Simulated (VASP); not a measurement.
Write the native input for VASP 6.6.1 that does the following.

```
Task                   : single point
Functional             : r2SCAN
Potentials or basis    : VASP PAW PBE potentials, release 64 (Si, C)
Cutoff                 : 520 eV
k mesh                 : 12 × 12 × 12
Occupations            : gaussian, width 0.05 eV
Spin                   : no spin polarisation
Dipole correction      : no
Further INCAR settings : ALGO = Normal; EDIFF = 1e-06; NBANDS = 11
```

SiC:

```
Si C
1.0
     0.00000    2.00008    2.34792
     2.00008    0.00000    2.34792
     2.00008    2.00008    0.00000
Si C
1 1
Direct
  0.00000 0.00000 0.00000
  0.75000 0.75000 0.75000
```

This cell differs from its parent crystal: strain -0.080 along x and y, +0.080 along z.

The input as run:

POSCAR

```
SiC
1.0
    0.0000000000      2.0000800000      2.3479200000
    2.0000800000      0.0000000000      2.3479200000
    2.0000800000      2.0000800000      0.0000000000
Si C
1 1
Direct
    0.0000000000      0.0000000000      0.0000000000
    0.7500000000      0.7500000000      0.7500000000
```

INCAR.step1

```
SYSTEM = SiC
PREC = Accurate
ENCUT = 520
ISMEAR = 0
SIGMA = 0.05
LREAL = .FALSE.
LASPH = .TRUE.
NELM = 60
NBANDS = 11
GGA = PE
ALGO = Normal
EDIFF = 1E-4
LWAVE = .TRUE.
LCHARG = .FALSE.
```

INCAR.step2

```
SYSTEM = SiC
PREC = Accurate
ENCUT = 520
EDIFF = 1E-6
ISMEAR = 0
SIGMA = 0.05
LREAL = .FALSE.
LASPH = .TRUE.
NELM = 60
ALGO = Normal
ISIF = 2
LWAVE = .FALSE.
LCHARG = .TRUE.
METAGGA = R2SCAN
LMIXTAU = .TRUE.
LELF = .TRUE.
LVHAR = .TRUE.
NBANDS = 11
ISTART = 1
```

KPOINTS

```
Automatic mesh
0
G
  12 12 12
  0 0 0
```

Potentials or basis: VASP PAW PBE potentials, release 64 (Si, C).

Launch:

```console
$ cat potpaw_PBE.64/Si/POTCAR potpaw_PBE.64/C/POTCAR > POTCAR
$ cp INCAR.step1 INCAR
$ mpirun -np 1 vasp_std > vasp.out
$ cp INCAR.step2 INCAR
$ mpirun -np 1 vasp_std > vasp.out
```

It gave:

```json
{
  "Pressure": "23.8 GPa",
  "Band gap on the k mesh": "0.63 eV, indirect (least direct gap 4.49 eV)"
}
```

Caveat: the cell differs from its parent crystal (strain -0.080 along x and y, +0.080 along z); the PAW data sets were made with another functional, which shifts forces and pressure a little.

Wall time 89 s on 1 thread of Intel(R) Xeon(R) Platinum 8488C (Sapphire Rapids), with other jobs on the host, peak memory 0.16 GiB.
